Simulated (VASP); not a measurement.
Wanted: the native input for a VASP 6.6.1 run.

```
Task                   : single point
Functional             : PBE
Potentials or basis    : VASP PAW PBE potentials, release 64 (Sb)
Cutoff                 : 500 eV
k mesh                 : 10 × 10 × 10
Occupations            : methfessel-paxton, width 0.1 eV
Spin                   : no spin polarisation
Dipole correction      : no
Further INCAR settings : ALGO = Normal; EDIFF = 1e-06; NBANDS = 8
```

The structure of Sb lies in POSCAR:

```
Sb
1.0
    0.0000000000      2.1484424332      2.1484424332
    2.1484424332      0.0000000000      2.1484424332
    2.1484424332      2.1484424332      0.0000000000
Sb
1
Direct
    0.0000000000      0.0000000000      0.0000000000
```

This isn't the form of Sb at room conditions, which is rhombohedral.

These files were run (other wordings do the same):

INCAR

```
SYSTEM = Sb
PREC = Accurate
ENCUT = 500
EDIFF = 1E-6
ISMEAR = 1
SIGMA = 0.1
LREAL = .False.
LASPH = .True.
NELM = 120
ALGO = Normal
ISIF = 2
LWAVE = .False.
LCHARG = .True.
GGA = PE
LELF = .True.
LVHAR = .True.
NBANDS = 8
GGA_COMPAT = .False.
```

KPOINTS

```
regular mesh
0
Gamma
  10 10 10
  0 0 0
```

Potentials or basis: VASP PAW PBE potentials, release 64 (Sb).

Command:

```bash
$ cat potpaw_PBE.64/Sb/POTCAR > POTCAR
$ mpirun -np 1 vasp_std > vasp.out
```

It gave:

| Item | Value |
| --- | --- |
| Pressure | 40.2 GPa |
| Band gap on the k mesh | zero (an odd number of electrons rules out a gap without spin polarisation) |

Caveat: the cell stands under pressure; spin-orbit coupling is left out, which moves the levels of the heavy elements.

Run time: 5.2 s on 1 thread of AMD EPYC 7R13 Processor (Zen 3), with other jobs on the host, peak memory 0.11 GiB.
